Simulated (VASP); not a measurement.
GaGe, 2 atoms in the cell. The typed cell holds 2 atoms: a = 4.098 Å, b = 4.098 Å, c = 4.098 Å, α = 60.00°, β = 60.00°, γ = 60.00°. 

* Program: VASP 6.6.1
* Task: single point
* Functional: PBE
* Potentials or basis: VASP PAW PBE potentials, release 64 (Ge_d, Ga_d)
* Cutoff: 520 eV
* k mesh: 6 × 6 × 6
* Occupations: fermi-dirac, width 0.025 eV
* Spin: no spin polarisation
* Dipole correction: no
* Further INCAR settings: ALGO = Normal; EDIFF = 1e-06; NBANDS = 20

Potentials or basis: VASP PAW PBE potentials, release 64 (Ge_d, Ga_d).

Launch:

```bash
$ cat potpaw_PBE.64/Ge_d/POTCAR potpaw_PBE.64/Ga_d/POTCAR > POTCAR
$ mpirun -np 1 vasp_std > vasp.out
```

Hardware: 1 thread of Intel Xeon 6975P-C, on a shared host.

Estimate the wall time of this run.

Run time: 94 s on 1 thread of Intel Xeon 6975P-C, on a shared host, peak memory 0.25 GiB. Counts: scf iterations 12, k points 112.
